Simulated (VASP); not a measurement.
# GaN (P6_3mc) in VASP: notebook

GaN is run at these levels: PBE, LDA; tasks: single point.

Program: VASP 6.6.1. These are calculated values, not measurements. Logs are shortened: lines on timing, memory, paths and dates and some standing lists are left out, and cuts for length are marked.

### Step 1. The cell of the first run

It takes space group P6_3mc (No. 186, hexagonal). Conventional cell: a = 3.170 Å, b = 3.170 Å, c = 5.185 Å, α = 90.00°, β = 90.00°, γ = 120.00°. Within 2.6 Å of Ga (site symmetry 3m) lie 4 N at 1.94 to 1.95 Å. N (site symmetry 3m) has 4 Ga at 1.94 to 1.95 Å within 2.6 Å.

### Step 2. Single point, PBE

INCAR

```
  PREC = Accurate
  ENCUT = 520
  EDIFF = 1E-6
  ISMEAR = 0
  SIGMA = 0.05
  LREAL = False
  LASPH = True
  NELM = 60
  ALGO = Normal
  ISIF = 2
  LWAVE = False
  LCHARG = False
  GGA = PE
  NBANDS = 26
```

KPOINTS

```
regular mesh
0
Gamma
  8 8 5
```

POSCAR

```
GaN
1.0
    3.1698659985      0.0000000000      0.0000000000
   -1.5849329993      2.7451844813      0.0000000000
    0.0000000000      0.0000000000      5.1850000000
Ga N
2 2
Direct
    0.3333333333      0.6666666667      0.0005580347
    0.6666666667      0.3333333333      0.5005580347
    0.3333333333      0.6666666667      0.3764419653
    0.6666666667      0.3333333333      0.8764419653
```

Potentials or basis: VASP PAW PBE potentials, release 64 (Ga_d, N).

Command:

```console
cat potpaw_PBE.64/Ga_d/POTCAR potpaw_PBE.64/N/POTCAR > POTCAR
mpirun -np 1 vasp_std > vasp.out
```

OUTCAR:

```text
PREC = Accurate
   ENCUT = 520
   EDIFF = 1E-6
   ISMEAR = 0
   LREAL = False
   LASPH = True
   NELM = 60
   ISIF = 2
   GGA = PE

 ion  position               nearest neighbor table
   1  0.333  0.667  0.001-   4 1.94   4 1.94   4 1.94   3 1.95
   2  0.667  0.333  0.501-   3 1.94   3 1.94   3 1.94   4 1.95
   3  0.333  0.667  0.376-   2 1.94   2 1.94   2 1.94   1 1.95
   4  0.667  0.333  0.876-   1 1.94   1 1.94   1 1.94   2 1.95

  LATTYP: Found a hexagonal cell.
 ALAT       =     3.1698659985
 C/A-ratio  =     1.6357158323

  Lattice vectors:

 A1 = (   3.1698659985,   0.0000000000,   0.0000000000)
 A2 = (  -1.5849329993,   2.7451844813,   0.0000000000)
 A3 = (   0.0000000000,   0.0000000000,   5.1850000000)

Analysis of symmetry for initial positions (statically):
=====================================================================
 Subroutine PRICEL returns:
 Original cell was already a primitive cell.

 Routine SETGRP: Setting up the symmetry group for a
 hexagonal supercell.

 Subroutine GETGRP returns: Found 12 space group operations
 (whereof  6 operations were pure point group operations)
 out of a pool of 24 trial point group operations.

The static configuration has the point symmetry C_3v.
 The point group associated with its full space group is C_6v.

Analysis of symmetry for dynamics (positions and initial velocities):
=====================================================================
 Subroutine PRICEL returns:
 Original cell was already a primitive cell.

 Routine SETGRP: Setting up the symmetry group for a
 hexagonal supercell.

 Subroutine GETGRP returns: Found 12 space group operations
 (whereof  6 operations were pure point group operations)
 out of a pool of 24 trial point group operations.

The dynamic configuration has the point symmetry C_3v.
 The point group associated with its full space group is C_6v.

 Subroutine INISYM returns: Found 12 space group operations
 (whereof  6 operations are pure point group operations),
 and found     1 'primitive' translations

----------------------------------------------------------------------------------------

                                     Primitive cell

  volume of cell :      45.1192

  direct lattice vectors                    reciprocal lattice vectors
     3.169865999  0.000000000  0.000000000     0.315470749  0.182137122  0.000000000
[... 90 lines left out ...]
   EDIFF  = 0.1E-05   stopping-criterion for ELM
   LREAL  =      F    real-space projection
   EDIFFG = 0.1E-04   stopping-criterion for IOM
   NSW    =      0    number of steps for IOM
   IBRION =     -1    ionic relax: 0-MD 1-quasi-New 2-CG
   NFREE  =      0    steps in history (QN), initial steepest desc. (CG)
   ISIF   =      2    stress and relaxation
   ISYM   =      2    0-nonsym 1-usesym 2-fastsym
   POTIM  = 0.5000    time-step for ionic-motion
   TEBEG  =    0.0;   TEEND  =   0.0 temperature during run
   PSTRESS=    0.0 pullay stress
   NELECT =      36.0000    total number of electrons
   NUPDOWN=      -1.0000    fix difference up-down
   EMIN   =  10.00;   EMAX   =-10.00  energy-range for DOS
   EFERMI =   0.00;   METHOD = LEGACY
   ISMEAR =     0;   SIGMA  =   0.05  broadening in eV -4-tet -1-fermi 0-gaus
   EFERMI_NEDOS =   21; number of points for ismear=-14 and -15
   IALGO  =     38    algorithm
   IMIX   =      4    mixing-type and parameters
     AMIX     =   0.40;   BMIX     =  1.00
     AMIX_MAG =   1.60;   BMIX_MAG =  1.00
  volume/ion in A,a.u.               =      11.28        76.12
  Fermi-wavevector in a.u.,A,eV,Ry     =   1.518408  2.869376 31.369104  2.305564
  Thomas-Fermi vector in A             =   2.627533
   LORBIT       =      0    0 simple, 1 ext, 2 COOP (PROOUT), +10 PAW based schemes
   GGA     = PE    functional components
   LHFCALC =     F    Hartree Fock is set to
   AEXX    =    0.0000 exact exchange contribution
   IVDW    =     0    specifies the selected vdW correction
   LEPSILON=     F    determine dielectric tensor
   LRPA    =     F    only Hartree local field effects (RPA)
 non-spin polarized calculation
 Gauss-broadening in eV      SIGMA  =   0.05
  energy-cutoff  :      520.00
  volume of cell :       45.12
 maximum number of plane-waves:      1244
 NGX is ok and might be reduce to    24
   NGX = 11   NGY = 11   NGZ = 19

 number of electron      36.0000005 magnetization

 Free energy of the ion-electron system (eV)
  ---------------------------------------------------
  ext. energy  EPLUGINS =         0.00000000
  ---------------------------------------------------
  free energy    TOTEN  =       -24.28004883 eV

  energy without entropy =      -24.28004883  energy(sigma->0) =      -24.28004883

 E-fermi :   5.6716     XC(G=0): -11.7371

 val. band max:        5.4653867231   @ k =   0.0000   0.0000   0.0000
 cond. band min:       7.4437736717   @ k =   0.0000   0.0000   0.0000
 fundamental gap:      1.9783869487
 Fermi energy:         5.6715638548

 k-point     1 :       0.0000    0.0000    0.0000
  band No.  band energies     occupation
      1     -10.6312      2.00000
      2      -9.6711      2.00000
      3      -7.9947      2.00000
      4      -7.9775      2.00000
      5      -7.9775      2.00000
      6      -7.9143      2.00000
[... 685 lines left out ...]
     25      17.1822      0.00000
     26      18.1382      0.00000

 [... further k-points ...]

------------------------ aborting loop because EDIFF is reached ----------------------------------------

  FORCE on cell =-STRESS in cart. coord.  units (eV):
  Direction    XX          YY          ZZ          XY          YZ          ZX
  --------------------------------------------------------------------------------------
  -------------------------------------------------------------------------------------
  Total        2.3269728      2.3269728      2.0115368     -0.0000000      0.0000000      0.0000000
  in kB       82.6305578     82.6305578     71.4294595     -0.0000000      0.0000000      0.0000000
  external PRESSURE =      78.8968584 kB  Pullay stress =       0.0000000 kB

 VOLUME and BASIS-vectors are now :
 -----------------------------------------------------------------------------
  energy-cutoff  :      520.00
  volume of cell :       45.12
      direct lattice vectors                 reciprocal lattice vectors
     3.169865999  0.000000000  0.000000000     0.315470749  0.182137122  0.000000000
    -1.584932999  2.745184481  0.000000000     0.000000000  0.364274243  0.000000000
     0.000000000  0.000000000  5.185000000     0.000000000  0.000000000  0.192864031

 POSITION                                       TOTAL-FORCE (eV/Angst)
 -----------------------------------------------------------------------------------
     -0.00000      1.83012      0.00289        -0.000000     -0.000000     -0.000454
      1.58493      0.91506      2.59539         0.000000      0.000000     -0.000454
     -0.00000      1.83012      1.95185         0.000000     -0.000000      0.000454
      1.58493      0.91506      4.54435        -0.000000     -0.000000      0.000454
 -----------------------------------------------------------------------------------
    total drift:                               -0.000001     -0.000001      0.000219

  FREE ENERGIE OF THE ION-ELECTRON SYSTEM (eV)
  ---------------------------------------------------
  free  energy   TOTEN  =       -24.2800488341 eV

  energy  without entropy=      -24.2800488341  energy(sigma->0) =      -24.28004883
```

OSZICAR:

```text
N       E                     dE             d eps       ncg     rms          rms(c)
DAV:   1     0.280728981697E+03    0.28073E+03   -0.17613E+04  1700   0.261E+03
DAV:   2     0.934236779028E+01   -0.27139E+03   -0.25585E+03  1664   0.495E+02
DAV:   3    -0.270811135920E+02   -0.36423E+02   -0.35910E+02  1880   0.145E+02
DAV:   4    -0.283114211223E+02   -0.12303E+01   -0.12246E+01  1824   0.285E+01
DAV:   5    -0.283381333273E+02   -0.26712E-01   -0.26658E-01  1928   0.417E+00    0.110E+01
DAV:   6    -0.241992964219E+02    0.41388E+01   -0.10080E+01  2592   0.495E+01    0.307E+00
DAV:   7    -0.242980057734E+02   -0.98709E-01   -0.14322E+00  1648   0.901E+00    0.272E+00
DAV:   8    -0.242936730614E+02    0.43327E-02   -0.14322E-01  2604   0.515E+00    0.789E-01
DAV:   9    -0.242795286635E+02    0.14144E-01   -0.47035E-02  2592   0.371E+00    0.330E-01
DAV:  10    -0.242800789657E+02   -0.55030E-03   -0.40177E-03  1636   0.403E-01    0.578E-02
DAV:  11    -0.242800473801E+02    0.31586E-04   -0.32991E-04  2418   0.331E-01    0.329E-02
DAV:  12    -0.242800474715E+02   -0.91383E-07   -0.52253E-05  2248   0.776E-02    0.113E-02
DAV:  13    -0.242800488764E+02   -0.14050E-05   -0.63652E-06  2016   0.204E-02    0.779E-03
DAV:  14    -0.242800488341E+02    0.42339E-07   -0.50597E-07   898   0.675E-03
   1 F= -.24280049E+02 E0= -.24280049E+02  d E =-.727264E-11
```

stdout:

```text
POSCAR found type information on POSCAR GaN
 POSCAR found :  2 types and       4 ions
 scaLAPACK will be used
 LDA part: xc-table for (Slater+PW92), standard interpolation
 POSCAR, INCAR and KPOINTS ok, starting setup
 FFT: planning ... GRIDC
 FFT: planning ... GRID_SOFT
 FFT: planning ... GRID
 WAVECAR not read
 entering main loop
```

It took 20 s on 1 thread of Intel Xeon Platinum 8559C (Emerald Rapids), shared host; peak memory 0.17 GiB.

Results:

```yaml
Free_energy: -24.2800 eV
Pressure: 7.9 GPa
Band_gap_on_the_k_mesh: 1.98 eV
```

Caveat: the cell stands under pressure.

### Step 3. Single point, PBE

INCAR

```
SYSTEM = GaN
ALGO = Normal
EDIFF = 1E-6
ENCUT = 520
GGA = PE
ISIF = 2
ISMEAR = 0
LASPH = .TRUE.
LCHARG = .FALSE.
LREAL = .FALSE.
LWAVE = .FALSE.
NBANDS = 26
NELM = 60
PREC = Accurate
SIGMA = 0.03
```

KPOINTS

```
k-points
0
G
  8 8 5
  0 0 0
```

POSCAR is that of step 2.

Potentials or basis: VASP PAW PBE potentials, release 64 (Ga_d, N).

Command:

```console
cat potpaw_PBE.64/Ga_d/POTCAR potpaw_PBE.64/N/POTCAR > POTCAR
mpirun -np 1 vasp_std > vasp.out
```

Run time: 19 s. Hardware: 1 thread of Intel Xeon Platinum 8559C (Emerald Rapids), shared host; peak memory 0.17 GiB.

The run converged. Its results:

```
Free energy            : -24.2800 eV
Pressure               : 7.9 GPa
Band gap on the k mesh : 1.98 eV
```

Stress tensor (GPa, compression positive):
```
8.26 0.00 0.00
0.00 8.26 0.00
0.00 0.00 7.14
```

Levels at points of the mesh, in eV from the valence-band top:
```csv
k point,band 14,band 15,band 16,band 17,band 18,band 19,band 20,band 21,band 22,band 23
"(0.00, 0.00, 0.00)",-1.04,-1.04,-0.07,0.00,0.00,1.98,4.37,9.22,10.00,10.00
"(0.50, 0.00, 0.00)",-5.35,-4.27,-2.77,-2.25,-1.02,5.12,5.62,6.04,8.67,10.40
```

Caveat: the cell stands under pressure.

### Step 4. Single point, LDA

INCAR

```
SYSTEM = GaN
ALGO = Normal ; EDIFF = 1E-7
ENCUT = 520 ; ISIF = 2
ISMEAR = 0 ; LASPH = .TRUE.
LCHARG = .FALSE. ; LREAL = .FALSE.
LWAVE = .FALSE. ; NBANDS = 26
NELM = 100 ; PREC = Accurate
SIGMA = 0.05
```

KPOINTS is that of step 3.

POSCAR

```
GaN
1.0
    3.1698659985      0.0000000000      0.0000000000
   -1.5849329993      2.7451844813      0.0000000000
    0.0000000000      0.0000000000      5.1850000000
Ga N
2 2
Direct
    0.3333333333      0.6666666667      0.0005213892
    0.6666666667      0.3333333333      0.5005213892
    0.3333333333      0.6666666667      0.3764786108
    0.6666666667      0.3333333333      0.8764786108
```

Potentials or basis: VASP PAW LDA potentials, release 64 (Ga_d, N).

Command:

```console
cat potpaw_LDA.64/Ga_d/POTCAR potpaw_LDA.64/N/POTCAR > POTCAR
mpirun -np 1 vasp_std > vasp.out
```

Run time: 26 s. Hardware: 1 thread of Intel Xeon Platinum 8559C (Emerald Rapids), shared host; peak memory 0.15 GiB.

The run converged. Its results:

```yaml
Free_energy: -27.9042 eV
Pressure: -3.0 GPa
Band_gap_on_the_k_mesh: 2.00 eV
```

Forces on the atoms (eV/Å):
```
Ga   0.000  0.000  0.002
Ga   0.000  0.000  0.002
N    0.000  0.000 -0.002
N    0.000  0.000 -0.002
```

Stress tensor (GPa, compression positive):
```
-2.60  0.00  0.00
 0.00 -2.60  0.00
 0.00  0.00 -3.65
```

Levels at points of the mesh, in eV from the valence-band top:
```
           k point  band 14  band 15  band 16  band 17  band 18  band 19  band 20  band 21  band 22  band 23
(0.00, 0.00, 0.00)    -1.05    -1.05    -0.07     0.00     0.00     2.00     4.28     9.07     9.81     9.81
(0.50, 0.00, 0.00)    -5.40    -4.32    -2.80    -2.29    -1.03     4.96     5.54     5.90     8.53    10.24
```

### Step 5. The runs side by side

```csv
level,potentials or basis,smearing,gap on the mesh (eV),pressure (GPa)
PBE,"VASP PAW PBE potentials, release 64 (Ga_d, N)",gaussian 0.05 eV,1.98,7.9
PBE,"VASP PAW PBE potentials, release 64 (Ga_d, N)",gaussian 0.03 eV,1.98,7.9
LDA,"VASP PAW LDA potentials, release 64 (Ga_d, N)",gaussian 0.05 eV,2.00,-3.0
```

Alike in all rows: task single point; no spin polarisation; cell as given; k mesh 8 × 8 × 5; cutoff (eV) 520.

Caveats: the cell stands under pressure (at least some runs).

Total energies depend on the potentials used, so only differences within one code and one set of settings carry meaning.
